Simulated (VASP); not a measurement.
A run of VASP 6.6.1 is set up as follows.

The input INCAR:

```
SYSTEM = Zn
PREC = Accurate
ENCUT = 520
EDIFF = 1E-6
ISMEAR = 1
SIGMA = 0.1
LREAL = .False.
LASPH = .True.
NELM = 80
ALGO = Normal
ISIF = 2
LWAVE = .False.
LCHARG = .False.
NBANDS = 12
```

File KPOINTS:

```
regular mesh
0
Gamma
  5 5 5
  0 0 0
```

POSCAR

```
Zn
1.0
    5.3502300000      0.0000000000      0.0000000000
   -2.6751150000      4.6334350000      0.0000000000
    0.0000000000      0.0000000000      4.9730240000
Zn
1
Direct
    0.0000000000      0.0000000000      0.0000000000
```

Potentials or basis: VASP PAW LDA potentials, release 64 (Zn).

Command:

```console
$ cat potpaw_LDA.64/Zn/POTCAR > POTCAR
$ mpirun -np 1 vasp_std > vasp.out
```

(1) Predict the pressure.

(2) Estimate the band gap on the k mesh.

Results:

(1) -0.2 GPa.

(2) 3.55 eV, indirect (least direct gap 3.96 eV).
